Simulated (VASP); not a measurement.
# Ca in VASP: relaxation of the atoms with PBE

Aim: the relaxation of the atoms of Ca with PBE.

Program: VASP 6.6.1. These are calculated values, not measurements. Logs are shortened: lines on timing, memory, paths and dates and some standing lists are left out, and cuts for length are marked.

## (1) The cell of the first run

The cell holds a slab with vacuum, 6 atoms: a = 4.386 Å, b = 4.386 Å, c = 30.964 Å, α = 90.00°, β = 90.00°, γ = 90.00°.

## (2) Relaxation of the atoms, PBE

File INCAR:

```
SYSTEM = Ca
PREC     = Accurate       ! precision mode
ENCUT    = 520            ! plane-wave cutoff, eV
EDIFF    = 1E-6           ! SCF threshold, eV
ISMEAR   = -1             ! smearing method
SIGMA    = 0.05           ! smearing width, eV
LREAL    = .FALSE.        ! projectors in reciprocal space
LASPH    = .TRUE.         ! aspherical terms in the spheres
NELM     = 60             ! most SCF steps
ALGO     = Normal         ! electronic algorithm
ISIF     = 2              ! what is computed and relaxed
LWAVE    = .FALSE.        ! write WAVECAR
LCHARG   = .FALSE.        ! write CHGCAR
LDIPOL   = .TRUE.       
IDIPOL   = 3            
DIPOL    = 0.5 0.5 0.500
GGA      = PE             ! functional
IBRION   = 2              ! ionic algorithm
NSW      = 32             ! ionic steps
EDIFFG   = -0.01          ! ionic threshold
KPAR     = 4
```

File KPOINTS:

```
Automatic mesh
0
G
  9 9 1
  0 0 0
```

File POSCAR:

```
Ca
1.0
    4.3855240518      0.0000000000      0.0000000000
    0.0000000000      4.3855240518      0.0000000000
    0.0000000000      0.0000000000     30.9638000000
Ca
6
Direct
    0.2500000000      0.2500000000      0.3233457180
    0.7500000000      0.7500000000      0.3951877634
    0.2500000000      0.2500000000      0.4645201000
    0.7500000000      0.7500000000      0.5354799564
    0.2500000000      0.2500000000      0.6048121998
    0.7500000000      0.7500000000      0.6766542622
```

Potentials or basis: VASP PAW PBE potentials, release 64 (Ca_sv).

Run with:

```bash
$ cat potpaw_PBE.64/Ca_sv/POTCAR > POTCAR
$ mpirun -np 4 vasp_std > vasp.out
```

OUTCAR:

```text
SYSTEM = Ca
   PREC = Accurate
   ENCUT = 520
   EDIFF = 1E-6
   ISMEAR = -1
   LREAL = .FALSE.
   LASPH = .TRUE.
   NELM = 60
   ISIF = 2
   GGA = PE
   IBRION = 2
   NSW = 32
   EDIFFG = -0.01

 ion  position               nearest neighbor table
   1  0.250  0.250  0.323-
   2  0.750  0.750  0.395-
   3  0.250  0.250  0.465-
   4  0.750  0.750  0.535-
   5  0.250  0.250  0.605-
   6  0.750  0.750  0.677-

  LATTYP: Found a simple tetragonal cell.
 ALAT       =     4.3855240518
 C/A-ratio  =     7.0604560901

  Lattice vectors:

 A1 = (   4.3855240518,   0.0000000000,   0.0000000000)
 A2 = (   0.0000000000,   4.3855240518,   0.0000000000)
 A3 = (   0.0000000000,   0.0000000000,  30.9638000000)

Analysis of symmetry for initial positions (statically):
=====================================================================
 Subroutine PRICEL returns:
 Original cell was already a primitive cell.

 Routine SETGRP: Setting up the symmetry group for a
 simple tetragonal supercell.

 Subroutine GETGRP returns: Found 16 space group operations
 (whereof  4 operations were pure point group operations)
 out of a pool of 16 trial point group operations.

The static configuration has the point symmetry C_2h.
 The point group associated with its full space group is D_4h.

Analysis of symmetry for dynamics (positions and initial velocities):
=====================================================================
 Subroutine PRICEL returns:
 Original cell was already a primitive cell.

 Routine SETGRP: Setting up the symmetry group for a
 simple tetragonal supercell.

 Subroutine GETGRP returns: Found 16 space group operations
 (whereof  4 operations were pure point group operations)
 out of a pool of 16 trial point group operations.

The dynamic configuration has the point symmetry C_2h.
 The point group associated with its full space group is D_4h.

 Subroutine INISYM returns: Found 16 space group operations
 (whereof  4 operations are pure point group operations),
 and found     1 'primitive' translations

----------------------------------------------------------------------------------------

                                     Primitive cell

  volume of cell :     595.5212

  direct lattice vectors                    reciprocal lattice vectors
     4.385524052  0.000000000  0.000000000     0.228022920  0.000000000  0.000000000
     0.000000000  4.385524052  0.000000000     0.000000000  0.228022920  0.000000000
     0.000000000  0.000000000 30.963800000     0.000000000  0.000000000  0.032295778

  length of vectors
     4.385524052  4.385524052 30.963800000     0.228022920  0.228022920  0.032295778

  position of ions in fractional coordinates (direct lattice)
     0.250000000  0.250000000  0.323345718
     0.750000000  0.750000000  0.395187763
     0.250000000  0.250000000  0.464520100
     0.750000000  0.750000000  0.535479956
     0.250000000  0.250000000  0.604812200
     0.750000000  0.750000000  0.676654262

  ion indices of the primitive-cell ions
   primitive index   ion index
                 1           1
                 2           2
                 3           3
                 4           4
                 5           5
                 6           6

----------------------------------------------------------------------------------------

 KPOINTS: Automatic mesh

Automatic generation of k-mesh.
 Grid dimensions read from file:
 generate k-points for:    9    9    1

 Generating k-lattice:

  Cartesian coordinates                     Fractional coordinates (reciprocal lattice)
     0.025335880  0.000000000  0.000000000     0.111111111  0.000000000  0.000000000
     0.000000000  0.025335880  0.000000000     0.000000000  0.111111111  0.000000000
     0.000000000  0.000000000  0.032295778     0.000000000  0.000000000  1.000000000

  Length of vectors
     0.025335880  0.025335880  0.032295778

  Shift w.r.t. Gamma in fractional coordinates (k-lattice)
     0.000000000  0.000000000  0.000000000

 Subroutine IBZKPT returns following result:
 ===========================================

 Found     15 irreducible k-points:

 Following reciprocal coordinates:
            Coordinates               Weight
  0.000000  0.000000  0.000000      1.000000
  0.111111  0.000000  0.000000      4.000000
  0.222222  0.000000  0.000000      4.000000
  0.333333  0.000000  0.000000      4.000000
  0.444444  0.000000  0.000000      4.000000
  0.111111  0.111111  0.000000      4.000000
  0.222222  0.111111  0.000000      8.000000
  0.333333  0.111111  0.000000      8.000000
  0.444444  0.111111  0.000000      8.000000
  0.222222  0.222222  0.000000      4.000000
  0.333333  0.222222  0.000000      8.000000
  0.444444  0.222222  0.000000      8.000000
  0.333333  0.333333  0.000000      4.000000
  0.444444  0.333333  0.000000      8.000000
  0.444444  0.444444  0.000000      4.000000
   k-points           NKPTS =     15   k-points in BZ     NKDIM =     15   number of bands    NBANDS=     36
   number of dos      NEDOS =    301   number of ions     NIONS =      6
   total plane-waves  NPLWV = 311040
   dimension x,y,z NGX =    36 NGY =   36 NGZ =  240
   dimension x,y,z NGXF=    72 NGYF=   72 NGZF=  480
   ions per type =               6
   NGX,Y,Z   is equivalent  to a cutoff of  13.65, 13.65, 12.89 a.u.
   NGXF,Y,Z  is equivalent  to a cutoff of  27.29, 27.29, 25.77 a.u.
 SYSTEM =  Ca
   PREC   = accura    normal or accurate (medium, high low for compatibility)
   ISTART =      0    job   : 0-new  1-cont  2-samecut
   ICHARG =      2    charge: 1-file 2-atom 10-const
   ISPIN  =      1    spin polarized calculation?
   LNONCOLLINEAR =      F non collinear calculations
   LSORBIT =      F    spin-orbit coupling
   LASPH  =      T    aspherical Exc in radial PAW
   ENCUT  =  520.0 eV  38.22 Ry    6.18 a.u.   8.15  8.15 57.57*2*pi/ulx,y,z
   NELM   =     60;   NELMIN=  2; NELMDL= -5     # of ELM steps
   EDIFF  = 0.1E-05   stopping-criterion for ELM
   LREAL  =      F    real-space projection
   EDIFFG = -.1E-01   stopping-criterion for IOM
   NSW    =     32    number of steps for IOM
   IBRION =      2    ionic relax: 0-MD 1-quasi-New 2-CG
   NFREE  =      1    steps in history (QN), initial steepest desc. (CG)
   ISIF   =      2    stress and relaxation
   ISYM   =      2    0-nonsym 1-usesym 2-fastsym
   POTIM  = 0.5000    time-step for ionic-motion
   TEBEG  =    0.0;   TEEND  =   0.0 temperature during run
   PSTRESS=    0.0 pullay stress
   NELECT =      60.0000    total number of electrons
   NUPDOWN=      -1.0000    fix difference up-down
   EMIN   =  10.00;   EMAX   =-10.00  energy-range for DOS
   EFERMI =   0.00;   METHOD = LEGACY
   ISMEAR =    -1;   SIGMA  =   0.05  broadening in eV -4-tet -1-fermi 0-gaus
   EFERMI_NEDOS =   21; number of points for ismear=-14 and -15
   IALGO  =     38    algorithm
   IMIX   =      4    mixing-type and parameters
     AMIX     =   0.40;   BMIX     =  1.00
     AMIX_MAG =   1.60;   BMIX_MAG =  1.00
  volume/ion in A,a.u.               =      99.25       669.80
  Fermi-wavevector in a.u.,A,eV,Ry     =   0.761774  1.439544  7.895456  0.580300
  Thomas-Fermi vector in A             =   1.861088
   LORBIT       =      0    0 simple, 1 ext, 2 COOP (PROOUT), +10 PAW based schemes
   GGA     = PE    functional components
   LHFCALC =     F    Hartree Fock is set to
   AEXX    =    0.0000 exact exchange contribution
   IVDW    =     0    specifies the selected vdW correction
   LEPSILON=     F    determine dielectric tensor
   LRPA    =     F    only Hartree local field effects (RPA)
 conjugate gradient relaxation of ions
 non-spin polarized calculation
  energy-cutoff  :      520.00
  volume of cell :      595.52
 maximum number of plane-waves:     16112
 NGX is ok and might be reduce to    36
   NGX = 17   NGY = 17   NGZ =115

 number of electron      60.0000014 magnetization

 dipolmoment           0.000000      0.000000      0.000000 electrons x Angstroem

 Free energy of the ion-electron system (eV)
  ---------------------------------------------------
  ext. energy  EPLUGINS =         0.00000000
  ---------------------------------------------------
  free energy    TOTEN  =       -10.40588262 eV

  energy without entropy =      -10.32426187  energy(sigma->0) =      -10.36507224

 E-fermi :  -0.6451     XC(G=0):  -3.9285

 val. band max:       -0.6479721092   @ k =   0.3333   0.3333   0.0000
 cond. band min:      -0.6432323999   @ k =   0.1111   0.1111   0.0000
 fundamental gap:      0.0047397093
 Fermi energy:        -0.6450759475

 k-point     1 :       0.0000    0.0000    0.0000
  band No.  band energies     occupation
      1     -43.4788      2.00000
      2     -43.4788      2.00000
      3     -42.6729      2.00000
      4     -42.6619      2.00000
      5     -42.6487      2.00000
      6     -42.6467      2.00000
[... 28 lines left out ...]
     35       0.2548      0.00000
     36       0.9280      0.00000

 k-point     2 :       0.1111    0.0000    0.0000
  band No.  band energies     occupation
      1     -43.4787      2.00000
      2     -43.4787      2.00000
      3     -42.6722      2.00000
      4     -42.6617      2.00000
      5     -42.6489      2.00000
      6     -42.6471      2.00000
[... 28 lines left out ...]
     35       0.2151      0.00000
     36       0.7755      0.00000

 k-point     3 :       0.2222    0.0000    0.0000
  band No.  band energies     occupation
      1     -43.4785      2.00000
      2     -43.4785      2.00000
      3     -42.6702      2.00000
      4     -42.6612      2.00000
      5     -42.6492      2.00000
      6     -42.6483      2.00000
[... 28 lines left out ...]
     35       0.3162      0.00000
     36       0.5290      0.00000
[... 391 lines left out ...]
 k-point    14 :       0.4444    0.3333    0.0000
  band No.  band energies     occupation
      1     -43.4774      2.00000
      2     -43.4774      2.00000
      3     -42.6629      2.00000
      4     -42.6617      2.00000
      5     -42.6499      2.00000
      6     -42.6498      2.00000
[... 28 lines left out ...]
     35      -0.0833      0.00003
     36      -0.0488      0.00001

 k-point    15 :       0.4444    0.4444    0.0000
  band No.  band energies     occupation
      1     -43.4772      2.00000
      2     -43.4772      2.00000
      3     -42.6623      2.00000
      4     -42.6619      2.00000
      5     -42.6497      2.00000
      6     -42.6496      2.00000
[... 28 lines left out ...]
     35      -0.3498      0.00543
     36      -0.1734      0.00016

------------------------ aborting loop because EDIFF is reached ----------------------------------------

 vacuum level on the upper side and lower side of the slab       (xc-potential included)        -0.149        -0.149

  FORCE on cell =-STRESS in cart. coord.  units (eV):
  Direction    XX          YY          ZZ          XY          YZ          ZX
  --------------------------------------------------------------------------------------
  -------------------------------------------------------------------------------------
  Total       -1.5438740     -1.5438740     -0.0310618     -0.0000000      0.0000000      0.0000000
  in kB       -4.1536050     -4.1536050     -0.0835679     -0.0000000      0.0000000      0.0000000
  external PRESSURE =      -2.7969260 kB  Pullay stress =       0.0000000 kB

 VOLUME and BASIS-vectors are now :
 -----------------------------------------------------------------------------
  energy-cutoff  :      520.00
  volume of cell :      595.52
      direct lattice vectors                 reciprocal lattice vectors
     4.385524052  0.000000000  0.000000000     0.228022920  0.000000000  0.000000000
     0.000000000  4.385524052  0.000000000     0.000000000  0.228022920  0.000000000
     0.000000000  0.000000000 30.963800000     0.000000000  0.000000000  0.032295778

 POSITION                                       TOTAL-FORCE (eV/Angst)
 -----------------------------------------------------------------------------------
      1.09638      1.09638     10.01201        -0.000000     -0.000000     -0.002686
      3.28914      3.28914     12.23651        -0.000000      0.000000      0.001153
      1.09638      1.09638     14.38331         0.000000      0.000000      0.004239
      3.28914      3.28914     16.58049        -0.000000     -0.000000     -0.004239
      1.09638      1.09638     18.72728         0.000000     -0.000000     -0.001153
      3.28914      3.28914     20.95179         0.000000      0.000000      0.002686
 -----------------------------------------------------------------------------------
    total drift:                                0.000000      0.000000     -0.000008

  FREE ENERGIE OF THE ION-ELECTRON SYSTEM (eV)
  ---------------------------------------------------
  free  energy   TOTEN  =       -10.4058826180 eV

  energy  without entropy=      -10.3242618716  energy(sigma->0) =      -10.36507224

 reached required accuracy - stopping structural energy minimisation

 vacuum level on the upper side and lower side of the slab         1.943         1.943
```

It took 1.9 min on 4 MPI ranks of Intel Xeon 6975P-C (Granite Rapids), shared host; peak memory 0.77 GiB.

Results:

* Free energy: -10.4059 eV
* Largest force after relaxing: 0.004 eV/Å
* Band gap on the k mesh: zero (bands 30 and 31 overlap by 0.06 eV)

Forces in eV/Å, atoms in the order of the input:
```
Ca   0.000  0.000 -0.003
Ca   0.000  0.000  0.001
Ca   0.000  0.000  0.004
Ca   0.000  0.000 -0.004
Ca   0.000  0.000 -0.001
Ca   0.000  0.000  0.003
```

Final structure:
```
Ca
1.0
     4.38552    0.00000    0.00000
     0.00000    4.38552    0.00000
     0.00000    0.00000   30.96380
Ca
6
Direct
  0.25000 0.25000 0.32335
  0.75000 0.75000 0.39519
  0.25000 0.25000 0.46452
  0.75000 0.75000 0.53548
  0.25000 0.25000 0.60481
  0.75000 0.75000 0.67665
```

Caveat: the relaxation stopped at its first step, so nothing moved.
